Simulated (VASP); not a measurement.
Input of a VASP 6.6.1 run:

INCAR

```
SYSTEM = GdN
ALGO = Normal ; EDIFF = 1E-6
ENCUT = 600 ; GGA = PE
GGA_COMPAT = .False. ; ISIF = 2
ISMEAR = 0 ; ISPIN = 2
LASPH = .True. ; LCHARG = .True.
LELF = .True. ; LMAXMIX = 6
LORBIT = 11 ; LREAL = .False.
LVHAR = .True. ; LWAVE = .False.
MAGMOM = 7 0 ; NBANDS = 22
NELM = 200 ; PREC = Accurate
SIGMA = 0.05
```

KPOINTS

```
k-points
0
Gamma
  8 8 8
  0 0 0
```

Contents of POSCAR:

```
GdN
1.0
    0.0000000000      2.4995000000      2.4995000000
    2.4995000000      0.0000000000      2.4995000000
    2.4995000000      2.4995000000      0.0000000000
Gd N
1 1
Direct
    0.0000000000      0.0000000000      0.0000000000
    0.5000000000      0.5000000000      0.5000000000
```

Potentials or basis: VASP PAW PBE potentials, release 64 (Gd, N).

Launch:

```bash
$ cat potpaw_PBE.64/Gd/POTCAR potpaw_PBE.64/N/POTCAR > POTCAR
$ mpirun -np 1 vasp_std > vasp.out
```

**Question.** Predict the net moment.

**Answer.** 7.00 μB per cell.

**Question.** What does it give for the band gap on the k mesh?

**Answer.** Zero (filled and empty bands overlap).

Caveat: spin-orbit coupling is left out, which moves the levels of the heavy elements; a cell with one magnetic atom can't hold antiferromagnetic order, which such compounds often take; semilocal functionals describe open f shells poorly, which spoils levels, moments and volumes. The state reached can hang on the start; a lower one may exist.
